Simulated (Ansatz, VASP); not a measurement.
**ScAl in VASP and in Ansatz**

```xyz
2
Lattice="3.3444 0.0000 0.0000 0.0000 3.3444 0.0000 0.0000 0.0000 3.3444" Properties=species:S:1:pos:R:3 pbc="T T T"
Sc    1.6722    1.6722    1.6722
Al    0.0000    0.0000    0.0000
```

Alike in both runs: task relaxation of cell and atoms; functional PBEsol; k mesh 12 × 12 × 12; occupations fermi-dirac, width 0.15 eV; no spin polarisation.

```csv
,VASP,Ansatz
version,VASP 6.6.1,Ansatz 0.2.0
potentials or method,"VASP PAW PBE potentials, release 64 (Sc_sv, Al), cutoff 600 eV","scalar-relativistic, plane waves, PAW"
valence electrons in the cell,14,14
```

```tsv
	VASP	Ansatz	Ansatz less VASP
gap on the k mesh at the Fermi level, each at its own relaxed structure (eV)	none	none	-
relaxed volume (Å³/atom)	18.80	18.76	-0.037
relaxed cell length with the largest relative difference (Å)	3.350	3.348	-0.0022
```

VASP's potentials were made for PBE, not for PBEsol. A gap of «none» marks a metal or a gap that the smearing closes.
